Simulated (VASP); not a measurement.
Input of a VASP 6.6.1 run:

The input INCAR:

```
SYSTEM = Al16BrO23
PREC = Accurate
ENCUT = 520
EDIFF = 1E-8
ISMEAR = -1
SIGMA = 0.01
LREAL = Auto
LASPH = .True.
NELM = 60
ALGO = Normal
ISIF = 2
LWAVE = .False.
LCHARG = .False.
GGA = PE
LEFG = .True.
NELECT = 192.0
NBANDS = 122
```

The input KPOINTS:

```
regular mesh
0
Gamma
  3 3 3
  0 0 0
```

Contents of POSCAR:

```
Al16BrO23
1.0
   -4.8050272208     -2.7741837594      4.3720844159
    4.8050272208     -2.7741837594      4.3720844159
    0.0000000000      5.5483675188      4.3720844159
Al Br O
16 1 23
Direct
    0.6479040000      0.6479040000      0.6479040000
    0.1479040000      0.1479040000      0.6479040000
    0.1479040000      0.6479040000      0.1479040000
    0.6479040000      0.1479040000      0.1479040000
    0.8520960000      0.8520960000      0.8520960000
    0.3520960000      0.3520960000      0.8520960000
    0.3520960000      0.8520960000      0.3520960000
    0.8520960000      0.3520960000      0.3520960000
    0.1479040000      0.1479040000      0.1479040000
    0.6479040000      0.6479040000      0.1479040000
    0.6479040000      0.1479040000      0.6479040000
    0.1479040000      0.6479040000      0.6479040000
    0.3520960000      0.3520960000      0.3520960000
    0.8520960000      0.8520960000      0.3520960000
    0.8520960000      0.3520960000      0.8520960000
    0.3520960000      0.8520960000      0.8520960000
    0.4030727500      0.5969272500      0.2500000000
    0.9030727500      0.0969272500      0.2500000000
    0.9030727500      0.5969272500      0.7500000000
    0.4030727500      0.0969272500      0.7500000000
    0.4030727500      0.7500000000      0.5969272500
    0.9030727500      0.2500000000      0.5969272500
    0.9030727500      0.7500000000      0.0969272500
    0.4030727500      0.2500000000      0.0969272500
    0.5969272500      0.2500000000      0.4030727500
    0.0969272500      0.7500000000      0.4030727500
    0.0969272500      0.2500000000      0.9030727500
    0.5969272500      0.7500000000      0.9030727500
    0.2500000000      0.4030727500      0.5969272500
    0.7500000000      0.9030727500      0.5969272500
    0.7500000000      0.4030727500      0.0969272500
    0.2500000000      0.9030727500      0.0969272500
    0.7500000000      0.5969272500      0.4030727500
    0.2500000000      0.0969272500      0.4030727500
    0.2500000000      0.5969272500      0.9030727500
    0.7500000000      0.0969272500      0.9030727500
    0.5969272500      0.4030727500      0.7500000000
    0.0969272500      0.9030727500      0.7500000000
    0.0969272500      0.4030727500      0.2500000000
    0.5969272500      0.9030727500      0.2500000000
```

Potentials or basis: VASP PAW PBE potentials, release 64 (Al, Br, O).

Command:

```sh
$ cat potpaw_PBE.64/Al/POTCAR potpaw_PBE.64/Br/POTCAR potpaw_PBE.64/O/POTCAR > POTCAR
$ mpirun -np 1 vasp_std > vasp.out
```

Task: What does it give for the largest force?

Result: 15.548 eV/Å.

Forces in eV/Å, atoms in the order of the input:
```
Al   -0.285   0.195   0.489
Al    0.011   0.234  -0.147
Al    7.850   0.005  -7.151
Al   -0.400  -0.325   0.008
Al    0.011  -0.234   0.147
Al   -0.285  -0.195  -0.489
Al    7.850  -0.005   7.151
Al   -0.400   0.325  -0.008
Al    0.278   0.104  -0.264
Al   -7.661 -11.550   7.048
Al   -0.146   0.168   0.146
Al    0.466   0.675   0.077
Al   -7.661  11.550  -7.048
Al    0.278  -0.104   0.264
Al   -0.146  -0.168  -0.146
Al    0.466  -0.675  -0.077
Br   -0.775   0.000   0.000
O     0.003   0.000   0.000
O     0.009  -0.060   0.008
O     0.009   0.060  -0.008
O    -0.114  -0.187  -0.294
O     0.065  -0.147  -0.023
O    -0.081   0.200   0.100
O     0.235   0.050   0.352
O     0.362  -0.219  -0.132
O    -0.297  -0.150  -0.050
O    -0.071   0.016   0.218
O     0.154   0.478  -0.068
O     0.154  -0.478   0.068
O    -0.071  -0.016  -0.218
O     0.362   0.219   0.132
O    -0.297   0.150   0.050
O     0.235  -0.050  -0.352
O    -0.081  -0.200  -0.100
O    -0.114   0.187   0.294
O     0.065   0.147   0.023
O     0.220   0.000   0.000
O    -0.254   0.000   0.000
O     0.028  -0.226   0.324
O     0.028   0.226  -0.324
```

Caveat: the cell carries a net charge on a neutralising background, which shifts energy and pressure; without QUAD_EFG the Cq values of the log hold for a quadrupole moment of 1 mb, not for the nuclei.
